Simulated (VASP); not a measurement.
Wanted: the native input for a VASP 6.6.1 run.

| Property | Result |
| --- | --- |
| Task | single point |
| Functional | PBEsol |
| Potentials or basis | VASP PAW PBE potentials, release 64 (Zn) |
| Cutoff | 520 eV |
| k mesh | 22 × 22 × 22 |
| Occupations | gaussian, width 0.15 eV |
| Spin | no spin polarisation |
| Dipole correction | no |
| Further INCAR settings | ALGO = Fast; EDIFF = 1e-06; NBANDS = 12 |

The structure of Zn lies in POSCAR:

```
Zn
1.0
   -1.6851699623      1.4944959938      1.4944959938
    1.4944959938     -1.6851699623      1.4944959938
    1.4944959938      1.4944959938     -1.6851699623
Zn
1
Direct
    0.0000000000      0.0000000000      0.0000000000
```

These files were run (other wordings do the same):

INCAR

```
ALGO = Fast
EDIFF = 1E-6
ENCUT = 520
GGA = PS
ISIF = 2
ISMEAR = 0
LASPH = T
LCHARG = F
LREAL = F
LWAVE = F
NBANDS = 12
NELM = 60
PREC = Accurate
SIGMA = 0.15
```

KPOINTS

```
k-points
0
Gamma
  22 22 22
```

Potentials or basis: VASP PAW PBE potentials, release 64 (Zn).

Run with:

```console
$ cat potpaw_PBE.64/Zn/POTCAR > POTCAR
$ mpirun -np 1 vasp_std > vasp.out
```

It gave:

| Item | Value |
| --- | --- |
| Pressure | 17.2 GPa |
| Band gap on the k mesh | zero (band 6 reaches 7.76 eV, above the bottom of band 7 at 2.03 eV) |

Caveat: the PAW data sets were made with another functional, which shifts forces and pressure a little.

It took 96 s on 1 thread of Intel(R) Xeon(R) Platinum 8488C (Sapphire Rapids), with other jobs on the host, peak memory 0.26 GiB.
